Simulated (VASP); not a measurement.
# Ge (P6/mmm) in VASP: notebook

Ge is run at these levels: LDA; tasks: single point.

All numbers are computed with VASP 6.6.1; they aren't measurements. Logs are shortened: lines on timing, memory, paths and dates and some standing lists are left out, and cuts for length are marked.

### Step 1. The cell of the first run

The structure is hexagonal, space group P6/mmm (No. 191). The conventional cell has a = 4.730 Å, b = 4.730 Å, c = 2.672 Å, α = 90.00°, β = 90.00°, γ = 120.00°. Ge (site symmetry 6/mmm) has 14 Ge at 2.67 to 3.04 Å within 3.5 Å. Within 3.5 Å of Ge (site symmetry -6m2) lie 11 Ge at 2.67 to 3.04 Å.

### Step 2. Single point, LDA (volume scaled by 0.96)

INCAR reads:

```
ALGO = Normal ; EDIFF = 1E-7
ENCUT = 520 ; ISIF = 2
ISMEAR = -1 ; LASPH = True
LCHARG = True ; LELF = True
LREAL = False ; LVHAR = True
LWAVE = False ; NBANDS = 28
NELM = 60 ; PREC = Accurate
SIGMA = 0.1
```

KPOINTS reads:

```
k-points
0
Gamma
  9 9 13
```

POSCAR reads:

```
Ge
1.0
    4.7299630432      0.0000000000      0.0000000000
   -2.3649815216      4.0962681543      0.0000000000
    0.0000000000      0.0000000000      2.6724924332
Ge
3
Direct
    1.0000000000      0.0000000000      1.0000000000
    0.3333333333      0.6666666667      0.5000000000
    0.6666666667      0.3333333333      0.5000000000
```

Potentials or basis: VASP PAW LDA potentials, release 64 (Ge_d).

Started as:

```
$ cat potpaw_LDA.64/Ge_d/POTCAR > POTCAR
$ mpirun -np 1 vasp_std > vasp.out
```

OUTCAR:

```text
EDIFF = 1E-7
   ENCUT = 520
   ISIF = 2
   ISMEAR = -1
   LASPH = True
   LREAL = False
   NELM = 60
   PREC = Accurate

 ion  position               nearest neighbor table
   1  0.000  0.000  0.000-
   2  0.333  0.667  0.500-   3 2.73   3 2.73   3 2.73
   3  0.667  0.333  0.500-   2 2.73   2 2.73   2 2.73

  LATTYP: Found a hexagonal cell.
 ALAT       =     4.7299630432
 C/A-ratio  =     0.5650133857

  Lattice vectors:

 A1 = (   4.7299630432,   0.0000000000,   0.0000000000)
 A2 = (  -2.3649815216,   4.0962681543,   0.0000000000)
 A3 = (   0.0000000000,   0.0000000000,   2.6724924332)

Analysis of symmetry for initial positions (statically):
=====================================================================
 Subroutine PRICEL returns:
 Original cell was already a primitive cell.

 Routine SETGRP: Setting up the symmetry group for a
 hexagonal supercell.

 Subroutine GETGRP returns: Found 24 space group operations
 (whereof 24 operations were pure point group operations)
 out of a pool of 24 trial point group operations.

The static configuration has the point symmetry D_6h.

Analysis of symmetry for dynamics (positions and initial velocities):
=====================================================================
 Subroutine PRICEL returns:
 Original cell was already a primitive cell.

 Routine SETGRP: Setting up the symmetry group for a
 hexagonal supercell.

 Subroutine GETGRP returns: Found 24 space group operations
 (whereof 24 operations were pure point group operations)
 out of a pool of 24 trial point group operations.

The dynamic configuration has the point symmetry D_6h.

 Subroutine INISYM returns: Found 24 space group operations
 (whereof 24 operations are pure point group operations),
 and found     1 'primitive' translations

----------------------------------------------------------------------------------------

                                     Primitive cell

  volume of cell :      51.7801

  direct lattice vectors                    reciprocal lattice vectors
     4.729963043  0.000000000  0.000000000     0.211418142  0.122062321  0.000000000
    -2.364981522  4.096268154  0.000000000     0.000000000  0.244124643  0.000000000
     0.000000000  0.000000000  2.672492433     0.000000000  0.000000000  0.374182537

  length of vectors
     4.729963043  4.729963043  2.672492433     0.244124643  0.244124643  0.374182537

  position of ions in fractional coordinates (direct lattice)
     0.000000000  0.000000000  0.000000000
     0.333333333  0.666666667  0.500000000
[... 79 lines left out ...]
   EDIFF  = 0.1E-06   stopping-criterion for ELM
   LREAL  =      F    real-space projection
   EDIFFG = 0.1E-05   stopping-criterion for IOM
   NSW    =      0    number of steps for IOM
   IBRION =     -1    ionic relax: 0-MD 1-quasi-New 2-CG
   NFREE  =      0    steps in history (QN), initial steepest desc. (CG)
   ISIF   =      2    stress and relaxation
   ISYM   =      2    0-nonsym 1-usesym 2-fastsym
   POTIM  = 0.5000    time-step for ionic-motion
   TEBEG  =    0.0;   TEEND  =   0.0 temperature during run
   PSTRESS=    0.0 pullay stress
   NELECT =      42.0000    total number of electrons
   NUPDOWN=      -1.0000    fix difference up-down
   EMIN   =  10.00;   EMAX   =-10.00  energy-range for DOS
   EFERMI =   0.00;   METHOD = LEGACY
   ISMEAR =    -1;   SIGMA  =   0.10  broadening in eV -4-tet -1-fermi 0-gaus
   EFERMI_NEDOS =   21; number of points for ismear=-14 and -15
   IALGO  =     38    algorithm
   IMIX   =      4    mixing-type and parameters
     AMIX     =   0.40;   BMIX     =  1.00
     AMIX_MAG =   1.60;   BMIX_MAG =  1.00
  volume/ion in A,a.u.               =      17.26       116.48
  Fermi-wavevector in a.u.,A,eV,Ry     =   1.526759  2.885156 31.715071  2.330992
  Thomas-Fermi vector in A             =   2.634748
   LORBIT       =      0    0 simple, 1 ext, 2 COOP (PROOUT), +10 PAW based schemes
   GGA     = CA    functional components
   LHFCALC =     F    Hartree Fock is set to
   AEXX    =    0.0000 exact exchange contribution
   IVDW    =     0    specifies the selected vdW correction
   LEPSILON=     F    determine dielectric tensor
   LRPA    =     F    only Hartree local field effects (RPA)
 non-spin polarized calculation
  energy-cutoff  :      520.00
  volume of cell :       51.78
 maximum number of plane-waves:      1426
 NGX is ok and might be reduce to    36
   NGX = 17   NGY = 17   NGZ =  9

 number of electron      41.9999981 magnetization

 Free energy of the ion-electron system (eV)
  ---------------------------------------------------
  ext. energy  EPLUGINS =         0.00000000
  ---------------------------------------------------
  free energy    TOTEN  =       -14.67198482 eV

  energy without entropy =      -14.62982222  energy(sigma->0) =      -14.65090352

 E-fermi :   7.5721     XC(G=0): -12.0260

 val. band max:        7.5708240277   @ k =   0.3333   0.0000   0.3846
 cond. band min:       7.5942341845   @ k =   0.3333   0.2222   0.3077
 fundamental gap:      0.0234101568
 Fermi energy:         7.5720629545

 k-point     1 :       0.0000    0.0000    0.0000
  band No.  band energies     occupation
      1     -17.5685      2.00000
      2     -17.4673      2.00000
      3     -17.4673      2.00000
      4     -17.3989      2.00000
      5     -17.3989      2.00000
      6     -17.3961      2.00000
[... 733 lines left out ...]
     27      14.8103      0.00000
     28      17.3337      0.00000

 [... further k-points ...]

------------------------ aborting loop because EDIFF is reached ----------------------------------------

  FORCE on cell =-STRESS in cart. coord.  units (eV):
  Direction    XX          YY          ZZ          XY          YZ          ZX
  --------------------------------------------------------------------------------------
  -------------------------------------------------------------------------------------
  Total        0.4321602      0.4321602      2.6212421      0.0000000      0.0000000      0.0000000
  in kB       13.3718897     13.3718897     81.1063978      0.0000000      0.0000000      0.0000000
  external PRESSURE =      35.9500591 kB  Pullay stress =       0.0000000 kB

 VOLUME and BASIS-vectors are now :
 -----------------------------------------------------------------------------
  energy-cutoff  :      520.00
  volume of cell :       51.78
      direct lattice vectors                 reciprocal lattice vectors
     4.729963043  0.000000000  0.000000000     0.211418142  0.122062321  0.000000000
    -2.364981522  4.096268154  0.000000000     0.000000000  0.244124643  0.000000000
     0.000000000  0.000000000  2.672492433     0.000000000  0.000000000  0.374182537

 POSITION                                       TOTAL-FORCE (eV/Angst)
 -----------------------------------------------------------------------------------
      0.00000      0.00000      0.00000         0.000000      0.000000     -0.000000
     -0.00000      2.73085      1.33625        -0.000000      0.000000      0.000000
      2.36498      1.36542      1.33625         0.000000     -0.000000     -0.000000
 -----------------------------------------------------------------------------------
    total drift:                                0.000000      0.000000     -0.000000

  FREE ENERGIE OF THE ION-ELECTRON SYSTEM (eV)
  ---------------------------------------------------
  free  energy   TOTEN  =       -14.6719848157 eV

  energy  without entropy=      -14.6298222169  energy(sigma->0) =      -14.65090352
```

stdout:

```text
POSCAR found type information on POSCAR Ge
 POSCAR found :  1 types and       3 ions
 scaLAPACK will be used
 LDA part: xc-table for (Slater(with rela. corr.)+CA(PZ))
 , standard interpolation
 POSCAR, INCAR and KPOINTS ok, starting setup
 FFT: planning ... GRIDC
 FFT: planning ... GRID_SOFT
 FFT: planning ... GRID
 WAVECAR not read
 entering main loop
```

Wall time 68 s (1 thread of Intel Xeon Platinum 8259CL at 2.50GHz (Skylake/Cascade Lake), shared host); peak memory 0.21 GiB.

Results:

| Quantity | Value |
| --- | --- |
| Free energy | -14.6720 eV |
| Pressure | 3.6 GPa |
| Band gap on the k mesh | zero (band 21 reaches 9.87 eV, above the bottom of band 22 at 3.87 eV) |

Levels at points of the mesh, in eV from the Fermi level:
```tsv
k point	band 19	band 20	band 21	band 22	band 23	band 24
(0.00, 0.00, 0.00)	-3.78	-3.78	-3.70	-3.70	5.74	9.10
```

Caveat: the cell differs from its parent crystal (volume scaled by 0.96).

### Step 3. Single point, LDA

This run uses another cell than the first one, of 17.98 Å³/atom, 1.042 times its volume.

INCAR reads:

```
SYSTEM = Ge
PREC = Accurate ; ENCUT = 520
EDIFF = 1E-7 ; ISMEAR = -1
SIGMA = 0.1 ; LREAL = .False.
LASPH = .True. ; NELM = 60
ALGO = Normal ; ISIF = 2
LWAVE = .False. ; LCHARG = .True.
LELF = .True. ; LVHAR = .True.
NBANDS = 28
```

KPOINTS reads:

```
Automatic mesh
0
Gamma
  9 9 13
  0 0 0
```

POSCAR reads:

```
Ge
1.0
    4.7947651100      0.0000000000      0.0000000000
   -2.3973825550      4.1523883905      0.0000000000
    0.0000000000      0.0000000000      2.7091064684
Ge
3
Direct
    1.0000000000      0.0000000000      1.0000000000
    0.3333333333      0.6666666667      0.5000000000
    0.6666666667      0.3333333333      0.5000000000
```

Potentials or basis: VASP PAW LDA potentials, release 64 (Ge_d).

Started as:

```
$ cat potpaw_LDA.64/Ge_d/POTCAR > POTCAR
$ mpirun -np 1 vasp_std > vasp.out
```

Wall time 68 s (1 thread of Intel Xeon Platinum 8259CL at 2.50GHz (Skylake/Cascade Lake), shared host); peak memory 0.21 GiB.

Results (log left out):

| Item | Value |
| --- | --- |
| Free energy | -14.6971 eV |
| Pressure | 0.1 GPa |
| Band gap on the k mesh | zero (band 21 reaches 9.29 eV, above the bottom of band 22 at 3.58 eV) |

Stress tensor (GPa, compression positive):
```
-1.92  0.00  0.00
 0.00 -1.92  0.00
 0.00  0.00  4.01
```

Levels at points of the mesh, in eV from the Fermi level:
| k point | band 18 | band 19 | band 20 | band 21 | band 22 | band 23 | band 24 | band 25 |
| --- | --- | --- | --- | --- | --- | --- | --- | --- |
| (0.00, 0.00, 0.00) | -6.78 | -3.58 | -3.58 | -3.50 | -3.50 | 5.58 | 8.72 | 8.72 |

### Step 4. Single point, LDA (volume scaled by 1.04)

INCAR reads:

```
SYSTEM = Ge
ALGO = Normal ; EDIFF = 1E-6
ENCUT = 520 ; ISIF = 2
ISMEAR = -1 ; LASPH = .TRUE.
LCHARG = .FALSE. ; LREAL = .FALSE.
LWAVE = .FALSE. ; NBANDS = 28
NELM = 80 ; PREC = Accurate
SIGMA = 0.1
```

KPOINTS reads:

```
k-points
0
G
  9 9 13
  0 0 0
```

POSCAR reads:

```
Ge
1.0
    4.8578613603      0.0000000000      0.0000000000
   -2.4289306802      4.2070313461      0.0000000000
    0.0000000000      0.0000000000      2.7447566944
Ge
3
Direct
    1.0000000000      0.0000000000      1.0000000000
    0.3333333333      0.6666666667      0.5000000000
    0.6666666667      0.3333333333      0.5000000000
```

Started as:

```
$ cat potpaw_LDA.64/Ge_d/POTCAR > POTCAR
$ mpirun -np 1 vasp_std > vasp.out
```

Run time: 58 s. Hardware: 1 thread of Intel Xeon Platinum 8259CL at 2.50GHz (Skylake/Cascade Lake), shared host; peak memory 0.21 GiB.

Results (log left out):

```
Free energy            : -14.6791 eV
Pressure               : -2.9 GPa
Band gap on the k mesh : zero (band 21 reaches 8.77 eV, above the bottom of band 22 at 3.32 eV)
```

Stress tensor (GPa, compression positive):
```
-4.56  0.00  0.00
 0.00 -4.56  0.00
 0.00  0.00  0.56
```

Levels at points of the mesh, in eV from the Fermi level:
| k point | band 18 | band 19 | band 20 | band 21 | band 22 | band 23 | band 24 | band 25 |
| --- | --- | --- | --- | --- | --- | --- | --- | --- |
| (0.00, 0.00, 0.00) | -6.77 | -3.39 | -3.39 | -3.32 | -3.32 | 5.42 | 8.36 | 8.36 |

Caveat: the cell differs from its parent crystal (volume scaled by 1.04).

### Step 5. Single point, LDA (volume scaled by 1.08)

INCAR reads:

```
SYSTEM = Ge
PREC     = Accurate       ! precision mode
ENCUT    = 520            ! plane-wave cutoff, eV
EDIFF    = 1E-6           ! SCF threshold, eV
ISMEAR   = -1             ! smearing method
SIGMA    = 0.1            ! smearing width, eV
LREAL    = .FALSE.        ! projectors in reciprocal space
LASPH    = .TRUE.         ! aspherical terms in the spheres
NELM     = 60             ! most SCF steps
ALGO     = Normal         ! electronic algorithm
ISIF     = 2              ! what is computed and relaxed
LWAVE    = .FALSE.        ! write WAVECAR
LCHARG   = .TRUE.         ! write CHGCAR
LELF     = .TRUE.         ! ELF
LVHAR    = .TRUE.       
NBANDS   = 28             ! bands
```

KPOINTS reads:

```
Automatic mesh
0
G
  9 9 13
  0 0 0
```

POSCAR reads:

```
Ge
1.0
    4.9193598049      0.0000000000      0.0000000000
   -2.4596799024      4.2602905614      0.0000000000
    0.0000000000      0.0000000000      2.7795041388
Ge
3
Direct
    1.0000000000      0.0000000000      1.0000000000
    0.3333333333      0.6666666667      0.5000000000
    0.6666666667      0.3333333333      0.5000000000
```

Started as:

```
$ cat potpaw_LDA.64/Ge_d/POTCAR > POTCAR
$ mpirun -np 1 vasp_std > vasp.out
```

It took 82 s on 1 thread of Intel Xeon Platinum 8259CL at 2.50GHz (Skylake/Cascade Lake), shared host; peak memory 0.22 GiB.

It converged, with:

| Quantity | Value |
| --- | --- |
| Free energy | -14.6266 eV |
| Pressure | -5.2 GPa |
| Band gap on the k mesh | zero (band 21 reaches 8.30 eV, above the bottom of band 22 at 3.07 eV) |

Stress tensor (GPa, compression positive):
```
-6.64  0.00  0.00
 0.00 -6.64  0.00
 0.00  0.00 -2.29
```

Levels at points of the mesh, in eV from the Fermi level:
| k point | band 19 | band 20 | band 21 | band 22 | band 23 | band 24 |
| --- | --- | --- | --- | --- | --- | --- |
| (0.00, 0.00, 0.00) | -3.22 | -3.22 | -3.15 | -3.15 | 5.26 | 8.03 |

Caveat: the cell differs from its parent crystal (volume scaled by 1.08).

### Step 6. Single point, LDA (volume scaled by 1.12)

INCAR reads:

```
SYSTEM = Ge
  PREC = Accurate
  ENCUT = 520
  EDIFF = 1E-6
  ISMEAR = -1
  SIGMA = 0.1
  LREAL = .False.
  LASPH = .True.
  NELM = 100
  ALGO = Normal
  ISIF = 2
  LWAVE = .False.
  LCHARG = .False.
  NBANDS = 28
```

KPOINTS reads:

```
Automatic mesh
0
Gamma
  9 9 13
  0 0 0
```

POSCAR reads:

```
Ge
1.0
    4.9793579107      0.0000000000      0.0000000000
   -2.4896789554      4.3122504452      0.0000000000
    0.0000000000      0.0000000000      2.8134038717
Ge
3
Direct
    1.0000000000      0.0000000000      1.0000000000
    0.3333333333      0.6666666667      0.5000000000
    0.6666666667      0.3333333333      0.5000000000
```

Potentials or basis: VASP PAW LDA potentials, release 64 (Ge_d).

Started as:

```
$ cat potpaw_LDA.64/Ge_d/POTCAR > POTCAR
$ mpirun -np 1 vasp_std > vasp.out
```

Wall time 86 s (1 thread of Intel Xeon Platinum 8259CL at 2.50GHz (Skylake/Cascade Lake), shared host); peak memory 0.23 GiB.

The run converged. Its results:

| Item | Value |
| --- | --- |
| Free energy | -14.5463 eV |
| Pressure | -7.1 GPa |
| Band gap on the k mesh | zero (band 21 reaches 7.85 eV, above the bottom of band 22 at 2.84 eV) |

Stress tensor (GPa, compression positive):
```
-8.28  0.00  0.00
 0.00 -8.28  0.00
 0.00  0.00 -4.63
```

Levels at points of the mesh, in eV from the Fermi level:
| k point | band 19 | band 20 | band 21 | band 22 | band 23 | band 24 |
| --- | --- | --- | --- | --- | --- | --- |
| (0.00, 0.00, 0.00) | -3.06 | -3.06 | -2.99 | -2.99 | 5.12 | 7.72 |

Caveat: the cell differs from its parent crystal (volume scaled by 1.12).

### Step 7. Summary

```tsv
cell	gap on the mesh (eV)	pressure (GPa)
a = 4.730, b = 4.730, c = 2.672 Å, angles 90.0, 90.0, 120.0°, 3 atoms	none	3.6
a = 4.795, b = 4.795, c = 2.709 Å, angles 90.0, 90.0, 120.0°, 3 atoms	none	0.1
a = 4.858, b = 4.858, c = 2.745 Å, angles 90.0, 90.0, 120.0°, 3 atoms	none	-2.9
a = 4.919, b = 4.919, c = 2.780 Å, angles 90.0, 90.0, 120.0°, 3 atoms	none	-5.2
a = 4.979, b = 4.979, c = 2.813 Å, angles 90.0, 90.0, 120.0°, 3 atoms	none	-7.1
```

Alike in all rows: task single point; level LDA; potentials or basis VASP PAW LDA potentials, release 64 (Ge_d); no spin polarisation; k mesh 9 × 9 × 13; cutoff (eV) 520; smearing fermi-dirac 0.1 eV.

Absolute energies hang on the potentials; compare differences alone.
